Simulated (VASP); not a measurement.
# CsPbCl3 (P4/mmm) in VASP: further runs, part 2 of 2

VASP 6.6.1. The steps go on from the part before.

**4. Single point, PBEsol (strain +0.000 along x and y, -0.050 along z)**

INCAR reads:

```
SYSTEM = CsPbCl3
  ALGO = Normal
  EDIFF = 1E-6
  ENCUT = 520
  GGA = PS
  ISIF = 2
  ISMEAR = 0
  LASPH = .True.
  LCHARG = .False.
  LREAL = .False.
  LWAVE = .False.
  NBANDS = 30
  NELM = 100
  PREC = Accurate
  SIGMA = 0.05
```

KPOINTS reads:

```
k-points
0
Gamma
  6 6 6
  0 0 0
```

POSCAR reads:

```
CsPbCl3
1.0
    5.6050000000      0.0000000000      0.0000000000
    0.0000000000      5.6050000000      0.0000000000
    0.0000000000      0.0000000000      5.3247500000
Cs Pb Cl
1 1 3
Direct
    0.0000000000      0.0000000000      0.0000000000
    0.5000000000      0.5000000000      0.5000000000
    0.0000000000      0.5000000000      0.5000000000
    0.5000000000      0.0000000000      0.5000000000
    0.5000000000      0.5000000000      0.0000000000
```

Potentials or basis: VASP PAW PBE potentials, release 64 (Cs_sv, Pb_d, Cl).

Run with:

```console
> cat potpaw_PBE.64/Cs_sv/POTCAR potpaw_PBE.64/Pb_d/POTCAR potpaw_PBE.64/Cl/POTCAR > POTCAR
> mpirun -np 1 vasp_std > vasp.out
```

OUTCAR:

```text
SYSTEM = CsPbCl3
   EDIFF = 1E-6
   ENCUT = 520
   GGA = PS
   ISIF = 2
   ISMEAR = 0
   LASPH = .True.
   LREAL = .False.
   NELM = 100
   PREC = Accurate

 ion  position               nearest neighbor table
   1  0.000  0.000  0.000-
   2  0.500  0.500  0.500-   5 2.66   5 2.66   3 2.80   4 2.80   4 2.80   3 2.80
   3  0.000  0.500  0.500-   2 2.80   2 2.80
   4  0.500  0.000  0.500-   2 2.80   2 2.80
   5  0.500  0.500  0.000-   2 2.66   2 2.66

  LATTYP: Found a simple tetragonal cell.
[... 995 lines left out ...]
  --------------------------------------------------------------------------------------
  -------------------------------------------------------------------------------------
  Total        0.6509124      0.6509124      4.4718905      0.0000000      0.0000000      0.0000000
  in kB        6.2342280      6.2342280     42.8303164      0.0000000      0.0000000      0.0000000
  external PRESSURE =      18.4329242 kB  Pullay stress =       0.0000000 kB

 VOLUME and BASIS-vectors are now :
 -----------------------------------------------------------------------------
  energy-cutoff  :      520.00
  volume of cell :      167.28
      direct lattice vectors                 reciprocal lattice vectors
     5.605000000  0.000000000  0.000000000     0.178412132  0.000000000  0.000000000
     0.000000000  5.605000000  0.000000000     0.000000000  0.178412132  0.000000000
     0.000000000  0.000000000  5.324750000     0.000000000  0.000000000  0.187802244

 POSITION                                       TOTAL-FORCE (eV/Angst)
 -----------------------------------------------------------------------------------
      0.00000      0.00000      0.00000         0.000000      0.000000      0.000000
      2.80250      2.80250      2.66237         0.000000      0.000000      0.000000
      0.00000      2.80250      2.66237         0.000000      0.000000      0.000000
      2.80250      0.00000      2.66237         0.000000      0.000000      0.000000
      2.80250      2.80250      0.00000         0.000000      0.000000      0.000000
 -----------------------------------------------------------------------------------
    total drift:                                0.000000     -0.000000     -0.000000

  FREE ENERGIE OF THE ION-ELECTRON SYSTEM (eV)
  ---------------------------------------------------
  free  energy   TOTEN  =       -18.2670701083 eV

  energy  without entropy=      -18.2670701083  energy(sigma->0) =      -18.26707011
```

OSZICAR:

```text
N       E                     dE             d eps       ncg     rms          rms(c)
DAV:   1     0.409976562058E+03    0.40998E+03   -0.19563E+04  2400   0.136E+03
DAV:   2     0.379112163023E+02   -0.37207E+03   -0.34975E+03  2662   0.321E+02
DAV:   3    -0.167250474420E+02   -0.54636E+02   -0.53251E+02  3102   0.128E+02
DAV:   4    -0.188109573326E+02   -0.20859E+01   -0.20776E+01  3000   0.296E+01
DAV:   5    -0.188897452452E+02   -0.78788E-01   -0.78763E-01  3178   0.564E+00    0.618E+00
DAV:   6    -0.182876924739E+02    0.60205E+00   -0.10923E+00  3406   0.113E+01    0.383E+00
DAV:   7    -0.182600860753E+02    0.27606E-01   -0.47518E-01  3658   0.442E+00    0.164E+00
DAV:   8    -0.182674300237E+02   -0.73439E-02   -0.68075E-02  3598   0.221E+00    0.269E-01
DAV:   9    -0.182666853106E+02    0.74471E-03   -0.11927E-02  3658   0.976E-01    0.126E-01
DAV:  10    -0.182669974054E+02   -0.31209E-03   -0.12617E-03  3164   0.236E-01    0.439E-02
DAV:  11    -0.182670664136E+02   -0.69008E-04   -0.16017E-04  3524   0.926E-02    0.146E-02
DAV:  12    -0.182670705603E+02   -0.41467E-05   -0.22438E-05  3250   0.590E-02    0.622E-03
DAV:  13    -0.182670701083E+02    0.45193E-06   -0.34602E-06  3064   0.199E-02
   1 F= -.18267070E+02 E0= -.18267070E+02  d E =-.118779E-11
```

stdout:

```text
POSCAR found type information on POSCAR CsPbCl
 POSCAR found :  3 types and       5 ions
 scaLAPACK will be used
 -----------------------------------------------------------------------------
|                                                                             |
|                                                                             |
|     You enforced a specific xc type in the INCAR file but a different       |
|     I HOPE YOU KNOW WHAT YOU ARE DOING!                                     |
|                                                                             |
 -----------------------------------------------------------------------------

 LDA part: xc-table for (Slater+PW92), standard interpolation
 POSCAR, INCAR and KPOINTS ok, starting setup
 FFT: planning ... GRIDC
 FFT: planning ... GRID_SOFT
 FFT: planning ... GRID
 WAVECAR not read
 entering main loop
```

Wall time 96 s (1 thread of AMD EPYC 9R45 (Zen 5), shared host); peak memory 0.33 GiB.

What came out:

```yaml
Free_energy: -18.2671 eV
Pressure: 1.8 GPa
Band_gap_on_the_k_mesh: 1.37 eV, direct
```

Stress tensor (GPa, compression positive):
```
0.62 0.00 0.00
0.00 0.62 0.00
0.00 0.00 4.28
```

Caveat: the cell differs from its parent crystal (strain +0.000 along x and y, -0.050 along z); the PAW data sets were made with another functional, which shifts forces and pressure a little; spin-orbit coupling is left out, which moves the levels of the heavy elements.

**5. Single point, PBEsol (strain -0.025 along x and y, +0.025 along z)**

INCAR reads:

```
SYSTEM = CsPbCl3
  PREC = Accurate
  ENCUT = 520
  EDIFF = 1E-7
  ISMEAR = 0
  SIGMA = 0.05
  LREAL = .FALSE.
  LASPH = .TRUE.
  NELM = 60
  ALGO = Normal
  ISIF = 2
  LWAVE = .FALSE.
  LCHARG = .TRUE.
  GGA = PS
  LELF = .TRUE.
  LVHAR = .TRUE.
  NBANDS = 30
```

KPOINTS reads:

```
Automatic mesh
0
G
  6 6 6
  0 0 0
```

POSCAR: that of step 4 with these lines changed.

```diff
@@ -2,5 +2,5 @@
 1.0
-    5.6050000000      0.0000000000      0.0000000000
-    0.0000000000      5.6050000000      0.0000000000
-    0.0000000000      0.0000000000      5.3247500000
+    5.4648750000      0.0000000000      0.0000000000
+    0.0000000000      5.4648750000      0.0000000000
+    0.0000000000      0.0000000000      5.7451250000
 Cs Pb Cl
```

Run with:

```console
> cat potpaw_PBE.64/Cs_sv/POTCAR potpaw_PBE.64/Pb_d/POTCAR potpaw_PBE.64/Cl/POTCAR > POTCAR
> mpirun -np 1 vasp_std > vasp.out
```

Wall time 1.9 min (1 thread of AMD EPYC 9R45 (Zen 5), shared host); peak memory 0.35 GiB.

It converged, with:

```yaml
Free_energy: -18.3154 eV
Pressure: 1.0 GPa
Band_gap_on_the_k_mesh: 1.40 eV, direct
```

Stress tensor (GPa, compression positive):
```
 1.94  0.00  0.00
 0.00  1.94  0.00
 0.00  0.00 -0.80
```

Levels at points of the mesh, in eV from the valence-band top:
| k point | band 18 | band 19 | band 20 | band 21 | band 22 | band 23 | band 24 | band 25 | band 26 | band 27 |
| --- | --- | --- | --- | --- | --- | --- | --- | --- | --- | --- |
| (0.00, 0.00, 0.00) | -2.89 | -2.89 | -2.78 | -2.75 | -2.75 | 3.02 | 3.89 | 4.03 | 4.82 | 4.82 |
| (0.50, 0.00, 0.00) | -3.04 | -3.01 | -2.91 | -2.87 | -1.70 | 2.93 | 4.45 | 4.72 | 5.03 | 5.35 |
| (0.50, 0.50, 0.00) | -2.99 | -2.99 | -2.98 | -2.43 | -0.67 | 2.32 | 2.32 | 4.21 | 5.15 | 5.64 |
| (0.00, 0.00, 0.50) | -2.91 | -2.91 | -2.89 | -2.89 | -2.06 | 2.69 | 4.33 | 4.74 | 5.26 | 5.37 |
| (0.50, 0.00, 0.50) | -3.12 | -3.01 | -2.97 | -2.47 | -0.98 | 2.09 | 2.48 | 5.01 | 5.09 | 5.47 |
| (0.50, 0.50, 0.50) | -2.96 | -2.45 | -2.45 | -2.42 | 0.00 | 1.40 | 1.78 | 1.78 | 4.78 | 5.25 |

Caveat: the cell differs from its parent crystal (strain -0.025 along x and y, +0.025 along z); the PAW data sets were made with another functional, which shifts forces and pressure a little; spin-orbit coupling is left out, which moves the levels of the heavy elements. A k mesh can miss the band edges.

**6. Overview**

| cell | gap on the mesh (eV) | pressure (GPa) |
| --- | --- | --- |
| a = 5.325, b = 5.325, c = 5.745 Å, 5 atoms | 0.93 | 3.0 |
| a = 5.325, b = 5.325, c = 5.885 Å, 5 atoms | 0.91 | 2.4 |
| a = 5.605, b = 5.605, c = 5.325 Å, 5 atoms | 1.37 | 1.8 |
| a = 5.465, b = 5.465, c = 5.745 Å, 5 atoms | 1.40 | 1.0 |

Alike in all rows: task single point; level PBEsol; potentials or basis VASP PAW PBE potentials, release 64 (Cs_sv, Pb_d, Cl); no spin polarisation; k mesh 6 × 6 × 6; cutoff (eV) 520; smearing gaussian 0.05 eV.

Caveats: the PAW data sets were made with another functional, which shifts forces and pressure a little; spin-orbit coupling is left out, which moves the levels of the heavy elements.

Total energies depend on the potentials used, so only differences within one code and one set of settings carry meaning.
